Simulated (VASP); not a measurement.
# BeCd2O (P4/nmm) in VASP: a series of runs

BeCd2O is run at these levels: PBE; tasks: single point.

Program: VASP 6.6.1. These are calculated values, not measurements. Logs are shortened: lines on timing, memory, paths and dates and some standing lists are left out, and cuts for length are marked.

### 1 The cell of the first run

The structure is tetragonal, space group P4/nmm (No. 129). Conventional cell: a = 3.098 Å, b = 3.098 Å, c = 15.737 Å, α = 90.00°, β = 90.00°, γ = 90.00°. Within 2.2 Å of Be (site symmetry -4m2) lie 4 O at 1.66 Å and 4 Be at 2.19 Å. Cd (site symmetry 4mm) has 8 Cd at 3.10 to 3.21 Å within 4.1 Å. Cd (site symmetry 4mm) has 12 Cd at 3.10 to 3.21 Å within 4.1 Å. O (site symmetry 4mm) has 4 Be at 1.66 Å within 2.2 Å.

### 2 Single point, PBE, collinear spin, ferromagnetic start

Contents of INCAR:

```
PREC = Accurate
ENCUT = 600
EDIFF = 1E-6
ISMEAR = 0
SIGMA = 0.1
LREAL = False
LASPH = True
NELM = 200
ALGO = Normal
ISIF = 2
LWAVE = False
LCHARG = False
ISPIN = 2
MAGMOM = 0 0 0 0 0 0 1 1
LORBIT = 11
GGA = PE
NBANDS = 46
GGA_COMPAT = False
```

Contents of KPOINTS:

```
Automatic mesh
0
Gamma
  6 6 1
```

Contents of POSCAR:

```
BeCd2O
1.0
    3.0980870737      0.0000000000      0.0000000000
    0.0000000000      3.0980870737      0.0000000000
    0.0000000000      0.0000000000     15.7367644647
Be Cd O
2 4 2
Direct
    0.5000000000      0.5000000000      0.0000000000
    0.0000000000      0.0000000000      0.0000000000
    0.0000000000      0.5000000000      0.7207402313
    0.5000000000      0.0000000000      0.2792597687
    0.5000000000      0.0000000000      0.5714184374
    0.0000000000      0.5000000000      0.4285815626
    0.5000000000      0.0000000000      0.9616772288
    0.0000000000      0.5000000000      0.0383227712
```

Potentials or basis: VASP PAW PBE potentials, release 64 (Be, Cd, O).

On the command line:

```bash
> cat potpaw_PBE.64/Be/POTCAR potpaw_PBE.64/Cd/POTCAR potpaw_PBE.64/O/POTCAR > POTCAR
> mpirun -np 1 vasp_std > vasp.out
```

OUTCAR:

```text
PREC = Accurate
   ENCUT = 600
   EDIFF = 1E-6
   ISMEAR = 0
   LREAL = False
   LASPH = True
   NELM = 200
   ISIF = 2
   ISPIN = 2
   LORBIT = 11
   GGA = PE

 ion  position               nearest neighbor table
   1  0.500  0.500  0.000-   7 1.66   8 1.66   7 1.66   8 1.66   2 2.19   2 2.19   2 2.19   2 2.19

   2  0.000  0.000  0.000-   7 1.66   8 1.66   8 1.66   7 1.66   1 2.19   1 2.19   1 2.19   1 2.19

   3  0.000  0.500  0.721-   5 3.21   5 3.21   5 3.21   5 3.21
   4  0.500  0.000  0.279-   6 3.21   6 3.21   6 3.21   6 3.21
   5  0.500  0.000  0.571-   6 3.14   6 3.14   6 3.14   6 3.14   3 3.21   3 3.21   3 3.21   3 3.21

   6  0.000  0.500  0.429-   5 3.14   5 3.14   5 3.14   5 3.14   4 3.21   4 3.21   4 3.21   4 3.21

   7  0.500  0.000  0.962-   1 1.66   2 1.66   1 1.66   2 1.66
   8  0.000  0.500  0.038-   1 1.66   2 1.66   2 1.66   1 1.66

  LATTYP: Found a simple tetragonal cell.
 ALAT       =     3.0980870737
 C/A-ratio  =     5.0795100623

  Lattice vectors:

 A1 = (   3.0980870737,   0.0000000000,   0.0000000000)
 A2 = (   0.0000000000,   3.0980870737,   0.0000000000)
 A3 = (   0.0000000000,   0.0000000000,  15.7367644647)

Analysis of symmetry for initial positions (statically):
=====================================================================
 Subroutine PRICEL returns:
 Original cell was already a primitive cell.

 Routine SETGRP: Setting up the symmetry group for a
 simple tetragonal supercell.

 Subroutine GETGRP returns: Found 16 space group operations
 (whereof  8 operations were pure point group operations)
 out of a pool of 16 trial point group operations.

The static configuration has the point symmetry D_2d.
 The point group associated with its full space group is D_4h.

Analysis of symmetry for dynamics (positions and initial velocities):
=====================================================================
 Subroutine PRICEL returns:
 Original cell was already a primitive cell.

 Routine SETGRP: Setting up the symmetry group for a
 simple tetragonal supercell.

 Subroutine GETGRP returns: Found 16 space group operations
 (whereof  8 operations were pure point group operations)
 out of a pool of 16 trial point group operations.

The dynamic configuration has the point symmetry D_2d.
 The point group associated with its full space group is D_4h.

Analysis of structural, dynamic, and magnetic symmetry:
=====================================================================
 Subroutine PRICEL returns:
 Original cell was already a primitive cell.

 Routine SETGRP: Setting up the symmetry group for a
 simple tetragonal supercell.

 Subroutine GETGRP returns: Found 16 space group operations
 (whereof  8 operations were pure point group operations)
 out of a pool of 16 trial point group operations.

The overall configuration has the point symmetry D_2d.
 The point group associated with its full space group is D_4h.

 Subroutine INISYM returns: Found 16 space group operations
 (whereof  8 operations are pure point group operations),
 and found     1 'primitive' translations

----------------------------------------------------------------------------------------

                                     Primitive cell

  volume of cell :     151.0437

  direct lattice vectors                    reciprocal lattice vectors
     3.098087074  0.000000000  0.000000000     0.322779824  0.000000000  0.000000000
     0.000000000  3.098087074  0.000000000     0.000000000  0.322779824  0.000000000
     0.000000000  0.000000000 15.736764465     0.000000000  0.000000000  0.063545464

  length of vectors
     3.098087074  3.098087074 15.736764465     0.322779824  0.322779824  0.063545464

  position of ions in fractional coordinates (direct lattice)
     0.500000000  0.500000000  0.000000000
     0.000000000  0.000000000  0.000000000
     0.000000000  0.500000000  0.720740231
     0.500000000  0.000000000  0.279259769
     0.500000000  0.000000000  0.571418437
     0.000000000  0.500000000  0.428581563
     0.500000000  0.000000000  0.961677229
     0.000000000  0.500000000  0.038322771

[... 51 lines left out ...]
   total plane-waves  NPLWV =  98784
   dimension x,y,z NGX =    28 NGY =   28 NGZ =  126
   dimension x,y,z NGXF=    56 NGYF=   56 NGZF=  252
   ions per type =               2   4   2
   NGX,Y,Z   is equivalent  to a cutoff of  15.03, 15.03, 13.31 a.u.
   NGXF,Y,Z  is equivalent  to a cutoff of  30.05, 30.05, 26.62 a.u.
 SYSTEM =  unknown system
   PREC   = accura    normal or accurate (medium, high low for compatibility)
   ISTART =      0    job   : 0-new  1-cont  2-samecut
   ICHARG =      2    charge: 1-file 2-atom 10-const
   ISPIN  =      2    spin polarized calculation?
   LNONCOLLINEAR =      F non collinear calculations
   LSORBIT =      F    spin-orbit coupling
   LASPH  =      T    aspherical Exc in radial PAW
   ENCUT  =  600.0 eV  44.10 Ry    6.64 a.u.   6.19  6.19 31.43*2*pi/ulx,y,z
   NELM   =    200;   NELMIN=  2; NELMDL= -5     # of ELM steps
   EDIFF  = 0.1E-05   stopping-criterion for ELM
   LREAL  =      F    real-space projection
   EDIFFG = 0.1E-04   stopping-criterion for IOM
   NSW    =      0    number of steps for IOM
   IBRION =     -1    ionic relax: 0-MD 1-quasi-New 2-CG
   NFREE  =      0    steps in history (QN), initial steepest desc. (CG)
   ISIF   =      2    stress and relaxation
   ISYM   =      2    0-nonsym 1-usesym 2-fastsym
   POTIM  = 0.5000    time-step for ionic-motion
   TEBEG  =    0.0;   TEEND  =   0.0 temperature during run
   PSTRESS=    0.0 pullay stress
   NELECT =      64.0000    total number of electrons
   NUPDOWN=      -1.0000    fix difference up-down
   EMIN   =  10.00;   EMAX   =-10.00  energy-range for DOS
   EFERMI =   0.00;   METHOD = LEGACY
   ISMEAR =     0;   SIGMA  =   0.10  broadening in eV -4-tet -1-fermi 0-gaus
   EFERMI_NEDOS =   21; number of points for ismear=-14 and -15
   IALGO  =     38    algorithm
   IMIX   =      4    mixing-type and parameters
     AMIX     =   0.40;   BMIX     =  1.00
     AMIX_MAG =   1.60;   BMIX_MAG =  1.00
  volume/ion in A,a.u.               =      18.88       127.41
  Fermi-wavevector in a.u.,A,eV,Ry     =   1.229610  2.323625 20.571191  1.511940
  Thomas-Fermi vector in A             =   2.364490
   LORBIT       =     11    0 simple, 1 ext, 2 COOP (PROOUT), +10 PAW based schemes
   GGA     = PE    functional components
   LHFCALC =     F    Hartree Fock is set to
   AEXX    =    0.0000 exact exchange contribution
   IVDW    =     0    specifies the selected vdW correction
   LEPSILON=     F    determine dielectric tensor
   LRPA    =     F    only Hartree local field effects (RPA)
 spin polarized calculation
 Gauss-broadening in eV      SIGMA  =   0.10
  energy-cutoff  :      600.00
  volume of cell :      151.04
 maximum number of plane-waves:      5072
 NGX is ok and might be reduce to    28
   NGX = 13   NGY = 13   NGZ = 63

 number of electron      64.0000019 magnetization       0.0004440

 number of electron      64.0000019 magnetization      -0.0000861

 Free energy of the ion-electron system (eV)
  ---------------------------------------------------
  ext. energy  EPLUGINS =         0.00000000
  ---------------------------------------------------
  free energy    TOTEN  =       -29.26548323 eV

  energy without entropy =      -29.24550812  energy(sigma->0) =      -29.25549567

 E-fermi :   1.9290     XC(G=0):  -9.3409

 val. band max:        1.9194464590   @ k =   0.5000   0.5000   0.0000
 cond. band min:       1.9700863881   @ k =   0.5000   0.1667   0.0000
 fundamental gap:      0.0506399291
 Fermi energy:         1.9289579724

 spin component 1

 k-point     1 :       0.0000    0.0000    0.0000
  band No.  band energies     occupation
      1     -19.8230      1.00000
      2     -17.3107      1.00000
      3      -7.7683      1.00000
      4      -7.6124      1.00000
      5      -7.4770      1.00000
      6      -7.1789      1.00000
[... 459 lines left out ...]
     43       7.8993      0.00000
     44       7.8993      0.00000
 Fermi energy:         1.9289579724

 spin component 2

 k-point     1 :       0.0000    0.0000    0.0000
  band No.  band energies     occupation
      1     -19.8230      1.00000
      2     -17.3107      1.00000
      3      -7.7683      1.00000
      4      -7.6124      1.00000
      5      -7.4770      1.00000
      6      -7.1789      1.00000
[... 459 lines left out ...]
     43       7.8992      0.00000
     44       7.8992      0.00000
 [bands above 44 left out]

------------------------ aborting loop because EDIFF is reached ----------------------------------------

  FORCE on cell =-STRESS in cart. coord.  units (eV):
  Direction    XX          YY          ZZ          XY          YZ          ZX
  --------------------------------------------------------------------------------------
  -------------------------------------------------------------------------------------
  Total       -0.4529011     -0.4529011      2.6859603      0.0000000      0.0000000     -0.0000000
  in kB       -4.8040917     -4.8040917     28.4909869      0.0000000      0.0000000     -0.0000000
  external PRESSURE =       6.2942678 kB  Pullay stress =       0.0000000 kB

 VOLUME and BASIS-vectors are now :
 -----------------------------------------------------------------------------
  energy-cutoff  :      600.00
  volume of cell :      151.04
      direct lattice vectors                 reciprocal lattice vectors
     3.098087074  0.000000000  0.000000000     0.322779824  0.000000000  0.000000000
     0.000000000  3.098087074  0.000000000     0.000000000  0.322779824  0.000000000
     0.000000000  0.000000000 15.736764465     0.000000000  0.000000000  0.063545464

 POSITION                                       TOTAL-FORCE (eV/Angst)
 -----------------------------------------------------------------------------------
      1.54904      1.54904      0.00000         0.000000      0.000000      0.000000
      0.00000      0.00000      0.00000         0.000000     -0.000000      0.000000
      0.00000      1.54904     11.34212         0.000000      0.000000      0.225878
      1.54904      0.00000      4.39465        -0.000000     -0.000000     -0.225878
      1.54904      0.00000      8.99228        -0.000000     -0.000000      0.373300
      0.00000      1.54904      6.74449         0.000000      0.000000     -0.373300
      1.54904      0.00000     15.13369         0.000000     -0.000000     -0.023493
      0.00000      1.54904      0.60308        -0.000000     -0.000000      0.023493
 -----------------------------------------------------------------------------------
    total drift:                                0.000000      0.000000      0.000000

  FREE ENERGIE OF THE ION-ELECTRON SYSTEM (eV)
  ---------------------------------------------------
  free  energy   TOTEN  =       -29.2654832310 eV

  energy  without entropy=      -29.2455081173  energy(sigma->0) =      -29.25549567

 total charge

# of ion       s       p       d       tot
------------------------------------------
    1        0.415   0.793   0.000   1.208
    2        0.415   0.793   0.000   1.208
    3        0.597   0.193   9.496  10.287
    4        0.597   0.193   9.496  10.287
    5        0.573   0.255   9.490  10.318
    6        0.573   0.255   9.490  10.318
    7        1.541   3.627   0.000   5.168
    8        1.541   3.627   0.000   5.168
--------------------------------------------------
tot          6.254   9.735  37.973  53.961

 magnetization (x)

# of ion       s       p       d       tot
------------------------------------------
    1       -0.000   0.000   0.000  -0.000
    2       -0.000   0.000   0.000  -0.000
    3       -0.000  -0.000  -0.000  -0.000
    4       -0.000  -0.000  -0.000  -0.000
    5       -0.000   0.000  -0.000   0.000
    6       -0.000   0.000  -0.000   0.000
    7        0.000   0.000   0.000   0.000
    8        0.000   0.000   0.000   0.000
--------------------------------------------------
tot         -0.000   0.000  -0.000   0.000
```

Run time: 6.6 min. Hardware: 1 thread of Oxide Virtual Turin-like, shared host; peak memory 0.41 GiB.

What came out:

* Free energy: -29.2655 eV
* Pressure: 0.6 GPa
* Largest force: 0.373 eV/Å
* Band gap on the k mesh: zero (filled and empty bands overlap)
* Net moment: 0.00 μB per cell
* Valence electrons inside the program's atomic spheres: Be 1.21; Cd 10.29, 10.32 (each value once); O 5.17

Forces in eV/Å, atoms in the order of the input:
```
Be   0.000  0.000  0.000
Be   0.000  0.000  0.000
Cd   0.000  0.000  0.226
Cd   0.000  0.000 -0.226
Cd   0.000  0.000  0.373
Cd   0.000  0.000 -0.373
O    0.000  0.000 -0.023
O    0.000  0.000  0.023
```

Levels at points of the mesh, in eV from the Fermi level:
Spin up:
```
           k point  band 28  band 29  band 30  band 31  band 32  band 33  band 34  band 35  band 36  band 37
(0.00, 0.00, 0.00)    -5.08    -4.69    -4.34    -4.34    -2.20    -0.36     3.37     3.38     5.09     7.63
(0.50, 0.00, 0.00)    -3.87    -3.46    -3.46    -2.06    -2.06    -0.42    -0.42     1.91     1.91     4.45
(0.50, 0.50, 0.00)    -5.11    -0.01    -0.01     1.60     1.60     1.88     1.88     2.59     2.59     3.33
```
Spin down:
```csv
k point,band 30,band 31,band 32,band 33,band 34,band 35
"(0.00, 0.00, 0.00)",-4.34,-4.34,-2.20,-0.36,3.37,3.38
"(0.50, 0.00, 0.00)",-3.46,-2.06,-2.06,-0.42,-0.42,1.91
"(0.50, 0.50, 0.00)",-0.01,1.60,1.60,1.88,1.88,2.59
```

Caveat: the k points lie up to 0.40 Å⁻¹ apart, too coarse for converged energies and pressures of a metal.

### 3 Single point, PBE, collinear spin, ferromagnetic start

Contents of INCAR:

```
SYSTEM = BeCd2O
PREC = Accurate
ENCUT = 600
EDIFF = 1E-6
ISMEAR = 0
SIGMA = 0.1
LREAL = .False.
LASPH = .True.
NELM = 200
ALGO = Normal
ISIF = 2
LWAVE = .False.
LCHARG = .True.
ISPIN = 2
MAGMOM = 0 0 0 0 0 0 1 1
LORBIT = 11
GGA = PE
LELF = .True.
LVHAR = .True.
NBANDS = 46
GGA_COMPAT = .False.
```

Contents of KPOINTS:

```
Automatic mesh
0
Gamma
  6 6 1
  0 0 0
```

POSCAR is that of step 2.

Potentials or basis: VASP PAW PBE potentials, release 64 (Be, Cd, O).

On the command line:

```bash
> cat potpaw_PBE.64/Be/POTCAR potpaw_PBE.64/Cd/POTCAR potpaw_PBE.64/O/POTCAR > POTCAR
> mpirun -np 1 vasp_std > vasp.out
```

It took 5.7 min on 1 thread of Oxide Virtual Turin-like, shared host; peak memory 0.41 GiB.

The run converged. Its results:

| Property | Result |
| --- | --- |
| Free energy | -29.2655 eV |
| Pressure | 0.6 GPa |
| Largest force | 0.373 eV/Å |
| Band gap on the k mesh | zero (filled and empty bands overlap) |
| Net moment | 0.00 μB per cell |
| Valence electrons inside the program's atomic spheres | Be 1.21; Cd 10.29, 10.32 (each value once); O 5.17 |

Forces in eV/Å, atoms in the order of the input:
```
Be   0.000  0.000  0.000
Be   0.000  0.000  0.000
Cd   0.000  0.000  0.226
Cd   0.000  0.000 -0.226
Cd   0.000  0.000  0.373
Cd   0.000  0.000 -0.373
O    0.000  0.000 -0.023
O    0.000  0.000  0.023
```

Stress tensor (GPa, compression positive):
```
-0.48  0.00  0.00
 0.00 -0.48  0.00
 0.00  0.00  2.85
```

Levels at points of the mesh, in eV from the Fermi level:
Spin up:
```
           k point  band 29  band 30  band 31  band 32  band 33  band 34  band 35  band 36
(0.00, 0.00, 0.00)    -4.69    -4.34    -4.34    -2.20    -0.36     3.37     3.38     5.09
(0.50, 0.00, 0.00)    -3.46    -3.46    -2.06    -2.06    -0.42    -0.42     1.91     1.91
(0.50, 0.50, 0.00)    -0.01    -0.01     1.60     1.60     1.88     1.88     2.59     2.59
```
Spin down:
```
           k point  band 29  band 30  band 31  band 32  band 33  band 34  band 35  band 36
(0.00, 0.00, 0.00)    -4.69    -4.34    -4.34    -2.20    -0.36     3.37     3.38     5.09
(0.50, 0.00, 0.00)    -3.46    -3.46    -2.06    -2.06    -0.42    -0.42     1.91     1.91
(0.50, 0.50, 0.00)    -0.01    -0.01     1.60     1.60     1.88     1.88     2.59     2.59
```

Caveat: the k points lie up to 0.40 Å⁻¹ apart, too coarse for converged energies and pressures of a metal.

The gap in the log of VASP goes by the Fermi energy; the results here count the filled bands.